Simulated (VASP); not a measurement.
H, 1 atom in the cell. The structure is cubic, space group Fm-3m (No. 225). The conventional cell has a = 2.273 Å, b = 2.273 Å, c = 2.273 Å, α = 90.00°, β = 90.00°, γ = 90.00°. H (site symmetry m-3m) has 12 H at 1.61 Å within 2.1 Å. 

| Property | Result |
| --- | --- |
| Program | VASP 6.6.1 |
| Task | relaxation of cell and atoms |
| Functional | r2SCAN |
| Potentials or basis | VASP PAW PBE potentials, release 64 (H) |
| Cutoff | 600 eV |
| k mesh | 12 × 12 × 12 |
| Occupations | gaussian, width 0.1 eV |
| Spin | no spin polarisation |
| Dipole correction | no |
| Further INCAR settings | ALGO = Normal; EDIFF = 1e-06; IBRION = 2; EDIFFG = -0.04; NSW = 90; ISIF = 3 |

Potentials or basis: VASP PAW PBE potentials, release 64 (H).

Launch:

```bash
$ cat potpaw_PBE.64/H/POTCAR > POTCAR
$ cp INCAR.step1 INCAR
$ mpirun -np 1 vasp_std > vasp.out
$ cp INCAR.step2 INCAR
$ mpirun -np 1 vasp_std > vasp.out
```

Hardware: 1 thread of Intel(R) Xeon(R) Platinum 8488C (Sapphire Rapids) (shared host).

Question: How long does it take, and how much memory?

Answer: Wall time 3.4 s on 1 thread of Intel(R) Xeon(R) Platinum 8488C (Sapphire Rapids) (shared host), peak memory 0.1 GiB. Counts: k points 72, ion steps 1.
